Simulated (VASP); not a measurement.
# Ag (P-1) in VASP: electric field gradients with PBE

Aim: the electric field gradients of Ag with PBE.

All numbers are computed with VASP 6.6.1; they aren't measurements. Logs are shortened: lines on timing, memory, paths and dates and some standing lists are left out, and cuts for length are marked.

### Step 1. The cell of the first run

The typed cell holds 2 atoms: a = 2.931 Å, b = 2.981 Å, c = 4.792 Å, α = 90.82°, β = 92.27°, γ = 121.69°.

### Step 2. Electric field gradients, PBE (equal xy, yz and zx shear strains of -4 %)

The input, INCAR:

```
ALGO = Normal
EDIFF = 1E-8
ENCUT = 520
GGA = PE
ISIF = 2
ISMEAR = -1
LASPH = T
LCHARG = F
LEFG = T
LREAL = F
LWAVE = F
NBANDS = 18
NELM = 80
PREC = Accurate
SIGMA = 0.03
```

The input, KPOINTS:

```
k-points
0
Gamma
  13 13 7
```

The input, POSCAR:

```
Ag
1.0
    2.9299980804     -0.0585999616     -0.0585999616
   -1.5157480956      2.5667527515     -0.0214490746
   -0.0958000000     -0.0958000000      4.7900000000
Ag
2
Direct
    0.3333333333      0.6666666667      0.2500000000
    0.6666666667      0.3333333333      0.7500000000
```

Potentials or basis: VASP PAW PBE potentials, release 64 (Ag).

Run with:

```console
$ cat potpaw_PBE.64/Ag/POTCAR > POTCAR
$ mpirun -np 1 vasp_std > vasp.out
```

OUTCAR:

```text
EDIFF = 1E-8
   ENCUT = 520
   GGA = PE
   ISIF = 2
   ISMEAR = -1
   LASPH = T
   LREAL = F
   NELM = 80
   PREC = Accurate

 ion  position               nearest neighbor table
   1  0.333  0.667  0.250-   2 2.84   2 2.88   2 2.93   2 2.97   2 2.99   2 2.99
   2  0.667  0.333  0.750-   1 2.84   1 2.88   1 2.93   1 2.97   1 2.99   1 2.99

  LATTYP: Found a triclinic cell.
 ALAT       =     2.9809683057
 B/A-ratio  =     2.3877453935
 C/A-ratio  =     0.9832945355
 COS(alpha) =     0.0015844446
 COS(beta)  =     0.5253420106
 COS(gamma) =     0.6308573123

  Lattice vectors:

 A1 = (  -1.5157480956,   2.5667527515,  -0.0214490746)
 A2 = (  -0.0056981108,   5.1707055414,  -4.8914981108)
 A3 = (  -2.9299980804,   0.0585999616,   0.0585999616)

Analysis of symmetry for initial positions (statically):
=====================================================================
 Subroutine PRICEL returns:
 Original cell was already a primitive cell.

 Routine SETGRP: Setting up the symmetry group for a
 triclinic supercell.

 Subroutine GETGRP returns: Found  2 space group operations
 (whereof  2 operations were pure point group operations)
 out of a pool of  2 trial point group operations.

The static configuration has the point symmetry S_2 .

Analysis of symmetry for dynamics (positions and initial velocities):
=====================================================================
 Subroutine PRICEL returns:
 Original cell was already a primitive cell.

 Routine SETGRP: Setting up the symmetry group for a
 triclinic supercell.

 Subroutine GETGRP returns: Found  2 space group operations
 (whereof  2 operations were pure point group operations)
 out of a pool of  2 trial point group operations.

The dynamic configuration has the point symmetry S_2 .

 Subroutine INISYM returns: Found  2 space group operations
 (whereof  2 operations are pure point group operations),
 and found     1 'primitive' translations

[... 125 lines left out ...]
 non-spin polarized calculation
  energy-cutoff  :      520.00
  volume of cell :       35.57
 maximum number of plane-waves:       981
 NGX is ok and might be reduce to    24
   NGX = 11   NGY = 11   NGZ = 17

 number of electron      21.9999996 magnetization

 Free energy of the ion-electron system (eV)
  ---------------------------------------------------
  ext. energy  EPLUGINS =         0.00000000
  ---------------------------------------------------
  free energy    TOTEN  =        -5.41783903 eV

  energy without entropy =       -5.41642196  energy(sigma->0) =       -5.41713049

 E-fermi :   7.9204     XC(G=0): -11.9578

 val. band max:        7.9187302676   @ k =  -0.3077  -0.0769   0.4286
 cond. band min:       7.9252274633   @ k =  -0.3077  -0.4615   0.1429
 fundamental gap:      0.0064971957
 Fermi energy:         7.9203853777

 k-point     1 :       0.0000    0.0000    0.0000
  band No.  band energies     occupation
      1       0.3953      2.00000
      2       1.7184      2.00000
      3       3.1119      2.00000
      4       3.1451      2.00000
      5       3.3551      2.00000
      6       3.4491      2.00000
[... 481 lines left out ...]
      5       3.1318      2.00000
      6       3.4842      2.00000
[... 10 lines left out ...]
     17      22.4226      0.00000
     18      23.2050      0.00000

 [... further k-points ...]

------------------------ aborting loop because EDIFF is reached ----------------------------------------

  FORCE on cell =-STRESS in cart. coord.  units (eV):
  Direction    XX          YY          ZZ          XY          YZ          ZX
  --------------------------------------------------------------------------------------
  -------------------------------------------------------------------------------------
  Total       -0.0833618      0.0554164      0.3706480      0.2871757      0.2162325      0.2149446
  in kB       -3.7549603      2.4961833     16.6955176     12.9355786      9.7400062      9.6819918
  external PRESSURE =       5.1455802 kB  Pullay stress =       0.0000000 kB

 VOLUME and BASIS-vectors are now :
 -----------------------------------------------------------------------------
  energy-cutoff  :      520.00
  volume of cell :       35.57
      direct lattice vectors                 reciprocal lattice vectors
     2.929998080 -0.058599962 -0.058599962     0.345600663  0.204179928  0.010995612
    -1.515748096  2.566752752 -0.021449075     0.008049347  0.394417979  0.008049347
    -0.095800000 -0.095800000  4.790000000     0.004264058  0.004264058  0.208938830

 POSITION                                       TOTAL-FORCE (eV/Angst)
 -----------------------------------------------------------------------------------
     -0.05778      1.66769      1.16367         0.072648      0.000704      0.021070
      1.37623      0.74467      3.54628        -0.072648     -0.000704     -0.021070
 -----------------------------------------------------------------------------------
    total drift:                               -0.000000      0.000000     -0.000000

  FREE ENERGIE OF THE ION-ELECTRON SYSTEM (eV)
  ---------------------------------------------------
  free  energy   TOTEN  =        -5.4178390258 eV

  energy  without entropy=       -5.4164219614  energy(sigma->0) =       -5.41713049

 Electric field gradients (V/A^2)
---------------------------------------------------------------------
 ion       V_xx      V_yy      V_zz      V_xy      V_xz      V_yz
---------------------------------------------------------------------
   1       4.233     1.366    -5.599    -3.788    -2.329    -2.305
   2       4.233     1.366    -5.599    -3.788    -2.329    -2.305
---------------------------------------------------------------------

 Electric field gradients after diagonalization (V/A^2)
 (convention: |V_zz| > |V_xx| > |V_yy|)
----------------------------------------------------------------------
 ion       V_xx      V_yy      V_zz     asymmetry (V_yy - V_xx)/ V_zz
----------------------------------------------------------------------
   1       6.883     0.447    -7.330       0.878
   2       6.883     0.447    -7.330       0.878
----------------------------------------------------------------------

           NMR quadrupolar parameters

 Cq : quadrupolar parameter    Cq=e*Q*V_zz/h
 eta: asymmetry parameters     (V_yy - V_xx)/ V_zz
 Q  : nuclear electric quadrupole moment in mb (millibarn)
----------------------------------------------------------------------
 ion       Cq(MHz)       eta       Q (mb)
----------------------------------------------------------------------
   1      -0.018       0.878       1.000
   2      -0.018       0.878       1.000
----------------------------------------------------------------------
```

Wall time 2.5 min (1 thread of Intel Xeon Platinum 8488C (Sapphire Rapids), shared host); peak memory 0.4 GiB.

What came out:

```yaml
Free_energy: -5.4178 eV
Pressure: 0.5 GPa
Largest_force: 0.076 eV/Å
Band_gap_on_the_k_mesh: zero (bands 11 and 12 overlap by 6.69 eV)
Largest_electric_field_gradient_by_atom: Ag -7.3 V/Å²
```

Forces in eV/Å, atoms in the order of the input:
```
Ag   0.073  0.001  0.021
Ag  -0.073 -0.001 -0.021
```

Electric field gradients, principal values (V/Å²):
| atom | least | middle | greatest (by size) |
| --- | --- | --- | --- |
| 1 Ag | 0.447 | 6.883 | -7.330 |
| 2 Ag | 0.447 | 6.883 | -7.330 |

Caveat: the cell differs from its parent crystal (equal xy, yz and zx shear strains of -4 %); without QUAD_EFG the Cq values of the log hold for a quadrupole moment of 1 mb, not for the nuclei.
